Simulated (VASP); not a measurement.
# Al (Im-3m) in VASP: further runs, part 2 of 2

VASP 6.6.1.

### Step 6. Single point, LDA (volume scaled by 0.76)

Contents of INCAR:

```
SYSTEM = Al
  ALGO = Normal
  EDIFF = 1E-7
  ENCUT = 520
  GGA = CA
  ISIF = 2
  ISMEAR = -1
  LASPH = .TRUE.
  LCHARG = .FALSE.
  LREAL = .FALSE.
  LWAVE = .FALSE.
  NBANDS = 8
  NELM = 60
  PREC = Accurate
  SIGMA = 0.08
```

Contents of KPOINTS:

```
k-points
0
G
  19 19 19
  0 0 0
```

Contents of POSCAR:

```
Al
1.0
   -1.4549926304      1.4549926304      1.4549926304
    1.4549926304     -1.4549926304      1.4549926304
    1.4549926304      1.4549926304     -1.4549926304
Al
1
Direct
    0.0000000000      0.0000000000      0.0000000000
```

Potentials or basis: VASP PAW LDA potentials, release 64 (Al).

Run with:

```
cat potpaw_LDA.64/Al/POTCAR > POTCAR
mpirun -np 1 vasp_std > vasp.out
```

OUTCAR:

```text
SYSTEM = Al
   EDIFF = 1E-7
   ENCUT = 520
   GGA = CA
   ISIF = 2
   ISMEAR = -1
   LASPH = .TRUE.
   LREAL = .FALSE.
   NELM = 60
   PREC = Accurate

 ion  position               nearest neighbor table
   1  0.000  0.000  0.000-

  LATTYP: Found a body centered cubic cell.
 ALAT       =     2.9099852608

  Lattice vectors:

 A1 = (  -1.4549926304,   1.4549926304,   1.4549926304)
 A2 = (   1.4549926304,  -1.4549926304,   1.4549926304)
 A3 = (   1.4549926304,   1.4549926304,  -1.4549926304)

Analysis of symmetry for initial positions (statically):
=====================================================================
 Subroutine PRICEL returns:
 Original cell was already a primitive cell.

 Routine SETGRP: Setting up the symmetry group for a
 body centered cubic supercell.

 Subroutine GETGRP returns: Found 48 space group operations
 (whereof 48 operations were pure point group operations)
 out of a pool of 48 trial point group operations.

The static configuration has the point symmetry O_h .

Analysis of symmetry for dynamics (positions and initial velocities):
[... 158 lines left out ...]
 val. band max:       11.2151407387   @ k =  -0.3684   0.4211   0.1579
 cond. band min:      11.2600603838   @ k =  -0.3684   0.3684   0.0526
 fundamental gap:      0.0449196451
 Fermi energy:        11.2353760960

 k-point     1 :       0.0000    0.0000    0.0000
  band No.  band energies     occupation
      1      -2.0726      2.00000
      2      26.2670      0.00000
      3      26.2670      0.00000
      4      26.2670      0.00000
      5      29.9092      0.00000
      6      29.9092      0.00000
      7      30.5023      0.00000
      8      30.5023      0.00000
[... 243 lines left out ...]
 k-point    24 :       0.3158    0.1053   -0.0000
  band No.  band energies     occupation
      1       2.8173      2.00000
      2      11.4140      0.19362
      3      17.9272      0.00000
      4      21.6203      0.00000
      5      25.2004      0.00000
      6      28.3990      0.00000
      7      32.1281      0.00000
      8      36.4731      0.00000

 [... further k-points ...]

------------------------ aborting loop because EDIFF is reached ----------------------------------------

  FORCE on cell =-STRESS in cart. coord.  units (eV):
  Direction    XX          YY          ZZ          XY          YZ          ZX
  --------------------------------------------------------------------------------------
  -------------------------------------------------------------------------------------
  Total        2.8400322      2.8400322      2.8400322     -0.0000000     -0.0000000      0.0000000
  in kB      369.3103490    369.3103490    369.3103490     -0.0000000     -0.0000000      0.0000000
  external PRESSURE =     369.3103490 kB  Pullay stress =       0.0000000 kB

 VOLUME and BASIS-vectors are now :
 -----------------------------------------------------------------------------
  energy-cutoff  :      520.00
  volume of cell :       12.32
      direct lattice vectors                 reciprocal lattice vectors
    -1.454992630  1.454992630  1.454992630     0.000000000  0.343644352  0.343644352
     1.454992630 -1.454992630  1.454992630     0.343644352  0.000000000  0.343644352
     1.454992630  1.454992630 -1.454992630     0.343644352  0.343644352  0.000000000

 POSITION                                       TOTAL-FORCE (eV/Angst)
 -----------------------------------------------------------------------------------
      0.00000      0.00000      0.00000        -0.000000      0.000000     -0.000000
 -----------------------------------------------------------------------------------
    total drift:                                0.000000      0.000000     -0.000000

  FREE ENERGIE OF THE ION-ELECTRON SYSTEM (eV)
  ---------------------------------------------------
  free  energy   TOTEN  =        -3.7416549609 eV

  energy  without entropy=       -3.7340083672  energy(sigma->0) =       -3.73783166
```

OSZICAR:

```text
N       E                     dE             d eps       ncg     rms          rms(c)
DAV:   1    -0.207229327139E+01   -0.20723E+01   -0.10176E+03  3560   0.217E+02
DAV:   2    -0.378297911960E+01   -0.17107E+01   -0.16460E+01  4936   0.213E+01
DAV:   3    -0.378930587695E+01   -0.63268E-02   -0.63212E-02  4176   0.144E+00
DAV:   4    -0.378931536890E+01   -0.94919E-05   -0.94911E-05  5352   0.527E-02
DAV:   5    -0.378931537567E+01   -0.67695E-08   -0.68739E-08  4312   0.930E-04    0.203E+00
DAV:   6    -0.376011869981E+01    0.29197E-01   -0.18874E-03  3840   0.175E-01    0.111E+00
DAV:   7    -0.374170962984E+01    0.18409E-01   -0.48311E-03  4040   0.278E-01    0.232E-01
DAV:   8    -0.374165519580E+01    0.54434E-04   -0.34781E-05  4976   0.325E-02    0.200E-02
DAV:   9    -0.374165495927E+01    0.23652E-06   -0.19374E-07  4256   0.259E-03    0.886E-04
DAV:  10    -0.374165496092E+01   -0.16493E-08   -0.22458E-09  4360   0.361E-04
   1 F= -.37416550E+01 E0= -.37378317E+01  d E =-.764659E-02
```

stdout:

```text
POSCAR found type information on POSCAR Al
 POSCAR found :  1 types and       1 ions
 scaLAPACK will be used
 LDA part: xc-table for (Slater(with rela. corr.)+CA(PZ))
 , standard interpolation
 POSCAR, INCAR and KPOINTS ok, starting setup
 FFT: planning ... GRIDC
 FFT: planning ... GRID_SOFT
 FFT: planning ... GRID
 WAVECAR not read
 entering main loop
```

It took 12 s on 1 thread of Intel Xeon Platinum 8259CL at 2.50GHz (Skylake/Cascade Lake), shared host; peak memory 0.12 GiB.

Results:

| Item | Value |
| --- | --- |
| Free energy | -3.7417 eV |
| Pressure | 36.9 GPa |

Levels at points of the mesh, in eV from the Fermi level:
| k point | band 1 | band 2 | band 3 | band 4 | band 5 | band 6 |
| --- | --- | --- | --- | --- | --- | --- |
| (0.00, 0.00, 0.00) | -13.31 | 15.03 | 15.03 | 15.03 | 18.67 | 18.67 |

### Step 7. The runs side by side

| cell | gap on the mesh (eV) | pressure (GPa) |
| --- | --- | --- |
| a = 2.221 Å, angles 109.5°, 1 atom | none | 192.8 |
| a = 2.329 Å, angles 109.5°, 1 atom | none | 112.5 |
| a = 2.428 Å, angles 109.5°, 1 atom | none | 65.6 |
| a = 2.520 Å, angles 109.5°, 1 atom | none | 36.9 |

Alike in all rows: task single point; level LDA; potentials or basis VASP PAW LDA potentials, release 64 (Al); no spin polarisation; k mesh 19 × 19 × 19; cutoff (eV) 520; smearing fermi-dirac 0.08 eV.

Absolute energies hang on the potentials; compare differences alone.
